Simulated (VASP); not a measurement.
# AlN (Fm-3m) in VASP: notebook

The runs below take AlN through single point, with LDA.

Everything below comes from runs of VASP 6.6.1. Logs are shortened: lines on timing, memory, paths and dates and some standing lists are left out, and cuts for length are marked.

## 1. The cell of the first run

Symmetry: Fm-3m, No. 225, cubic system. Conventional cell: a = 3.956 Å, b = 3.956 Å, c = 3.956 Å, α = 90.00°, β = 90.00°, γ = 90.00°. Al (site symmetry m-3m) has 6 N at 1.98 Å within 2.6 Å. N (site symmetry m-3m) has 6 Al at 1.98 Å within 2.6 Å.

## 2. Single point, LDA

Input file INCAR:

```
ALGO = Normal ; EDIFF = 1E-6
ENCUT = 520 ; GGA = CA
ISIF = 2 ; ISMEAR = -1
LASPH = True ; LCHARG = False
LREAL = False ; LWAVE = False
NBANDS = 11 ; NELM = 80
PREC = Accurate ; SIGMA = 0.02
```

Input file KPOINTS:

```
k-points
0
Gamma
  10 10 10
```

Input file POSCAR:

```
AlN
1.0
    0.0000000000      1.9780000000      1.9780000000
    1.9780000000      0.0000000000      1.9780000000
    1.9780000000      1.9780000000      0.0000000000
Al N
1 1
Direct
    0.0000000000      0.0000000000      0.0000000000
    0.5000000000      0.5000000000      0.5000000000
```

Potentials or basis: VASP PAW LDA potentials, release 64 (Al, N).

Started as:

```console
$ cat potpaw_LDA.64/Al/POTCAR potpaw_LDA.64/N/POTCAR > POTCAR
$ mpirun -np 1 vasp_std > vasp.out
```

OUTCAR:

```text
EDIFF = 1E-6
   ENCUT = 520
   GGA = CA
   ISIF = 2
   ISMEAR = -1
   LASPH = True
   LREAL = False
   NELM = 80
   PREC = Accurate

 ion  position               nearest neighbor table
   1  0.000  0.000  0.000-   2 1.98   2 1.98   2 1.98   2 1.98   2 1.98   2 1.98
   2  0.500  0.500  0.500-   1 1.98   1 1.98   1 1.98   1 1.98   1 1.98   1 1.98

  LATTYP: Found a face centered cubic cell.
 ALAT       =     3.9560000000

  Lattice vectors:

 A1 = (   0.0000000000,   1.9780000000,   1.9780000000)
 A2 = (   1.9780000000,   0.0000000000,   1.9780000000)
 A3 = (   1.9780000000,   1.9780000000,   0.0000000000)

Analysis of symmetry for initial positions (statically):
=====================================================================
 Subroutine PRICEL returns:
 Original cell was already a primitive cell.

 Routine SETGRP: Setting up the symmetry group for a
 face centered cubic supercell.

 Subroutine GETGRP returns: Found 48 space group operations
 (whereof 48 operations were pure point group operations)
 out of a pool of 48 trial point group operations.

The static configuration has the point symmetry O_h .

Analysis of symmetry for dynamics (positions and initial velocities):
=====================================================================
 Subroutine PRICEL returns:
 Original cell was already a primitive cell.

 Routine SETGRP: Setting up the symmetry group for a
 face centered cubic supercell.

 Subroutine GETGRP returns: Found 48 space group operations
 (whereof 48 operations were pure point group operations)
 out of a pool of 48 trial point group operations.

The dynamic configuration has the point symmetry O_h .

 Subroutine INISYM returns: Found 48 space group operations
 (whereof 48 operations are pure point group operations),
 and found     1 'primitive' translations

----------------------------------------------------------------------------------------

                                     Primitive cell

  volume of cell :      15.4778

  direct lattice vectors                    reciprocal lattice vectors
     0.000000000  1.978000000  1.978000000    -0.252780586  0.252780586  0.252780586
     1.978000000  0.000000000  1.978000000     0.252780586 -0.252780586  0.252780586
     1.978000000  1.978000000  0.000000000     0.252780586  0.252780586 -0.252780586

  length of vectors
     2.797314426  2.797314426  2.797314426     0.437828819  0.437828819  0.437828819
[... 81 lines left out ...]
   EDIFF  = 0.1E-05   stopping-criterion for ELM
   LREAL  =      F    real-space projection
   EDIFFG = 0.1E-04   stopping-criterion for IOM
   NSW    =      0    number of steps for IOM
   IBRION =     -1    ionic relax: 0-MD 1-quasi-New 2-CG
   NFREE  =      0    steps in history (QN), initial steepest desc. (CG)
   ISIF   =      2    stress and relaxation
   ISYM   =      2    0-nonsym 1-usesym 2-fastsym
   POTIM  = 0.5000    time-step for ionic-motion
   TEBEG  =    0.0;   TEEND  =   0.0 temperature during run
   PSTRESS=    0.0 pullay stress
   NELECT =       8.0000    total number of electrons
   NUPDOWN=      -1.0000    fix difference up-down
   EMIN   =  10.00;   EMAX   =-10.00  energy-range for DOS
   EFERMI =   0.00;   METHOD = LEGACY
   ISMEAR =    -1;   SIGMA  =   0.02  broadening in eV -4-tet -1-fermi 0-gaus
   EFERMI_NEDOS =   21; number of points for ismear=-14 and -15
   IALGO  =     38    algorithm
   IMIX   =      4    mixing-type and parameters
     AMIX     =   0.40;   BMIX     =  1.00
     AMIX_MAG =   1.60;   BMIX_MAG =  1.00
  volume/ion in A,a.u.               =       7.74        52.22
  Fermi-wavevector in a.u.,A,eV,Ry     =   1.313818  2.482756 23.485258  1.726118
  Thomas-Fermi vector in A             =   2.444114
   LORBIT       =      0    0 simple, 1 ext, 2 COOP (PROOUT), +10 PAW based schemes
   GGA     = CA    functional components
   LHFCALC =     F    Hartree Fock is set to
   AEXX    =    0.0000 exact exchange contribution
   IVDW    =     0    specifies the selected vdW correction
   LEPSILON=     F    determine dielectric tensor
   LRPA    =     F    only Hartree local field effects (RPA)
 non-spin polarized calculation
  energy-cutoff  :      520.00
  volume of cell :       15.48
 maximum number of plane-waves:       444
 NGX is ok and might be reduce to    24
   NGX = 11   NGY = 11   NGZ = 11

 number of electron       8.0000000 magnetization

 Free energy of the ion-electron system (eV)
  ---------------------------------------------------
  ext. energy  EPLUGINS =         0.00000000
  ---------------------------------------------------
  free energy    TOTEN  =       -16.20262002 eV

  energy without entropy =      -16.20262002  energy(sigma->0) =      -16.20262002

 E-fermi :  11.0834     XC(G=0): -12.8836

 val. band max:       10.5866366354   @ k =   0.0000   0.0000   0.0000
 cond. band min:      15.6555140340   @ k =   0.5000   0.5000   0.0000
 fundamental gap:      5.0688773987
 Fermi energy:        11.0834085758

 k-point     1 :       0.0000    0.0000    0.0000
  band No.  band energies     occupation
      1      -7.4336      2.00000
      2      10.5866      2.00000
      3      10.5866      2.00000
      4      10.5866      2.00000
      5      17.3376      0.00000
      6      22.8092      0.00000
      7      22.8092      0.00000
      8      22.8092      0.00000
      9      28.2158      0.00000
     10      28.6986      0.00000
     11      28.6986      0.00000
[... 309 lines left out ...]
 k-point    24 :       0.4000    0.3000    0.0000
  band No.  band energies     occupation
      1      -4.1468      2.00000
      2       4.4901      2.00000
      3       7.5845      2.00000
      4       8.1410      2.00000
      5      16.9012      0.00000
      6      17.7400      0.00000
      7      23.4517      0.00000
      8      26.7985      0.00000
      9      27.6365      0.00000
     10      32.9517      0.00000
     11      36.0449      0.00000

 [... further k-points ...]
[... 5 lines left out ...]
  --------------------------------------------------------------------------------------
  -------------------------------------------------------------------------------------
  Total        1.2775795      1.2775795      1.2775795     -0.0000000     -0.0000000      0.0000000
  in kB      132.2481646    132.2481646    132.2481646     -0.0000000     -0.0000000      0.0000000
  external PRESSURE =     132.2481646 kB  Pullay stress =       0.0000000 kB

 VOLUME and BASIS-vectors are now :
 -----------------------------------------------------------------------------
  energy-cutoff  :      520.00
  volume of cell :       15.48
      direct lattice vectors                 reciprocal lattice vectors
     0.000000000  1.978000000  1.978000000    -0.252780586  0.252780586  0.252780586
     1.978000000  0.000000000  1.978000000     0.252780586 -0.252780586  0.252780586
     1.978000000  1.978000000  0.000000000     0.252780586  0.252780586 -0.252780586

 POSITION                                       TOTAL-FORCE (eV/Angst)
 -----------------------------------------------------------------------------------
      0.00000      0.00000      0.00000        -0.000000      0.000000      0.000000
      1.97800      1.97800      1.97800         0.000000     -0.000000     -0.000000
 -----------------------------------------------------------------------------------
    total drift:                               -0.000000     -0.000000      0.000000

  FREE ENERGIE OF THE ION-ELECTRON SYSTEM (eV)
  ---------------------------------------------------
  free  energy   TOTEN  =       -16.2026200203 eV

  energy  without entropy=      -16.2026200203  energy(sigma->0) =      -16.20262002
```

OSZICAR:

```text
N       E                     dE             d eps       ncg     rms          rms(c)
DAV:   1     0.608924766449E+01    0.60892E+01   -0.42223E+03  1098   0.632E+02
DAV:   2    -0.176420796966E+02   -0.23731E+02   -0.23170E+02  1211   0.127E+02
DAV:   3    -0.181552998138E+02   -0.51322E+00   -0.51262E+00  1267   0.163E+01
DAV:   4    -0.181568423665E+02   -0.15426E-02   -0.15425E-02  1136   0.110E+00
DAV:   5    -0.181568507644E+02   -0.83979E-05   -0.83984E-05  1208   0.742E-02    0.798E+00
DAV:   6    -0.162655526460E+02    0.18913E+01   -0.79900E+00  1088   0.150E+01    0.290E+00
DAV:   7    -0.162216445543E+02    0.43908E-01   -0.15121E-01  1187   0.264E+00    0.179E+00
DAV:   8    -0.162027269896E+02    0.18918E-01   -0.12613E-02  1085   0.104E+00    0.263E-01
DAV:   9    -0.162026194384E+02    0.10755E-03   -0.55077E-04  1181   0.135E-01    0.154E-01
DAV:  10    -0.162026203750E+02   -0.93665E-06   -0.19159E-05  1124   0.319E-02    0.237E-02
DAV:  11    -0.162026200203E+02    0.35471E-06   -0.58589E-07   643   0.553E-03
   1 F= -.16202620E+02 E0= -.16202620E+02  d E =-.510123E-13
```

stdout:

```text
POSCAR found type information on POSCAR AlN
 POSCAR found :  2 types and       2 ions
 scaLAPACK will be used
 LDA part: xc-table for (Slater(with rela. corr.)+CA(PZ))
 , standard interpolation
 POSCAR, INCAR and KPOINTS ok, starting setup
 FFT: planning ... GRIDC
 FFT: planning ... GRID_SOFT
 FFT: planning ... GRID
 WAVECAR not read
 entering main loop
```

Run time: 9.9 s. Hardware: 1 thread of Intel Xeon 8259CL, shared host; peak memory 0.12 GiB.

Results:

| Quantity | Value |
| --- | --- |
| Free energy | -16.2026 eV |
| Pressure | 13.2 GPa |
| Band gap on the k mesh | 5.07 eV, indirect (least direct gap 6.75 eV) |

## 3. Single point, LDA (volume scaled by 1.025)

Input file INCAR:

```
SYSTEM = AlN
ALGO     = Normal         ! electronic algorithm
EDIFF    = 1E-7           ! SCF threshold, eV
ENCUT    = 520            ! plane-wave cutoff, eV
GGA      = CA             ! functional
ISIF     = 2              ! what is computed and relaxed
ISMEAR   = -1             ! smearing method
LASPH    = .TRUE.         ! aspherical terms in the spheres
LCHARG   = .FALSE.        ! write CHGCAR
LREAL    = .FALSE.        ! projectors in reciprocal space
LWAVE    = .FALSE.        ! write WAVECAR
NBANDS   = 11             ! bands
NELM     = 100            ! most SCF steps
PREC     = Accurate       ! precision mode
SIGMA    = 0.02           ! smearing width, eV
```

Input file KPOINTS:

```
k-points
0
G
  10 10 10
  0 0 0
```

Input file POSCAR:

```
AlN
1.0
    0.0000000000      1.9943478488      1.9943478488
    1.9943478488      0.0000000000      1.9943478488
    1.9943478488      1.9943478488      0.0000000000
Al N
1 1
Direct
    0.0000000000      0.0000000000      0.0000000000
    0.5000000000      0.5000000000      0.5000000000
```

Potentials or basis: VASP PAW LDA potentials, release 64 (Al, N).

Started as:

```console
$ cat potpaw_LDA.64/Al/POTCAR potpaw_LDA.64/N/POTCAR > POTCAR
$ mpirun -np 1 vasp_std > vasp.out
```

Run time: 11 s. Hardware: 1 thread of Intel Xeon 8259CL, shared host; peak memory 0.13 GiB.

It converged, with:

```
Free energy            : -16.2254 eV
Pressure               : 5.5 GPa
Band gap on the k mesh : 4.86 eV, indirect (least direct gap 6.37 eV)
```

Levels at points of the mesh, in eV from the valence-band top:
| k point | band 1 | band 2 | band 3 | band 4 | band 5 | band 6 | band 7 | band 8 |
| --- | --- | --- | --- | --- | --- | --- | --- | --- |
| (0.00, 0.00, 0.00) | -17.79 | 0.00 | 0.00 | 0.00 | 6.37 | 12.15 | 12.15 | 12.15 |
| (0.50, 0.00, 0.00) | -14.28 | -8.61 | -1.16 | -1.16 | 6.39 | 11.14 | 11.14 | 13.73 |
| (0.50, 0.50, 0.00) | -13.21 | -7.69 | -2.92 | -2.92 | 4.86 | 5.12 | 14.39 | 17.63 |

 A k mesh can miss the band edges.

## 4. Single point, LDA (volume scaled by 1.05)

Input file INCAR:

```
SYSTEM = AlN
PREC = Accurate
ENCUT = 520
EDIFF = 1E-6
ISMEAR = -1
SIGMA = 0.02
LREAL = .FALSE.
LASPH = .TRUE.
NELM = 100
ALGO = Normal
ISIF = 2
LWAVE = .FALSE.
LCHARG = .FALSE.
NBANDS = 11
```

Input file KPOINTS:

```
regular mesh
0
G
  10 10 10
  0 0 0
```

Input file POSCAR:

```
AlN
1.0
    0.0000000000      2.0104319938      2.0104319938
    2.0104319938      0.0000000000      2.0104319938
    2.0104319938      2.0104319938      0.0000000000
Al N
1 1
Direct
    0.0000000000      0.0000000000      0.0000000000
    0.5000000000      0.5000000000      0.5000000000
```

Started as:

```console
$ cat potpaw_LDA.64/Al/POTCAR potpaw_LDA.64/N/POTCAR > POTCAR
$ mpirun -np 1 vasp_std > vasp.out
```

It took 8.8 s on 1 thread of Intel Xeon 8259CL, shared host; peak memory 0.12 GiB.

The run converged. Its results:

| Quantity | Value |
| --- | --- |
| Free energy | -16.2304 eV |
| Pressure | -1.4 GPa |
| Band gap on the k mesh | 4.62 eV, indirect (least direct gap 6.02 eV) |

Levels at points of the mesh, in eV from the valence-band top:
| k point | band 1 | band 2 | band 3 | band 4 | band 5 | band 6 | band 7 | band 8 |
| --- | --- | --- | --- | --- | --- | --- | --- | --- |
| (0.00, 0.00, 0.00) | -17.56 | 0.00 | 0.00 | 0.00 | 6.02 | 12.07 | 12.07 | 12.07 |
| (0.50, 0.00, 0.00) | -14.15 | -8.45 | -1.11 | -1.11 | 6.23 | 10.94 | 10.94 | 13.37 |
| (0.50, 0.50, 0.00) | -13.12 | -7.53 | -2.86 | -2.86 | 4.62 | 5.17 | 14.10 | 17.25 |

 A k mesh can miss the band edges.

## 5. The runs side by side

```csv
cell,gap on the mesh (eV),pressure (GPa)
"a = 2.797 Å, angles 60.0°, 2 atoms",5.07,13.2
"a = 2.820 Å, angles 60.0°, 2 atoms",4.86,5.5
"a = 2.843 Å, angles 60.0°, 2 atoms",4.62,-1.4
```

Alike in all rows: task single point; level LDA; potentials or basis VASP PAW LDA potentials, release 64 (Al, N); no spin polarisation; k mesh 10 × 10 × 10; cutoff (eV) 520; smearing fermi-dirac 0.02 eV.

Total energies depend on the potentials used, so only differences within one code and one set of settings carry meaning.
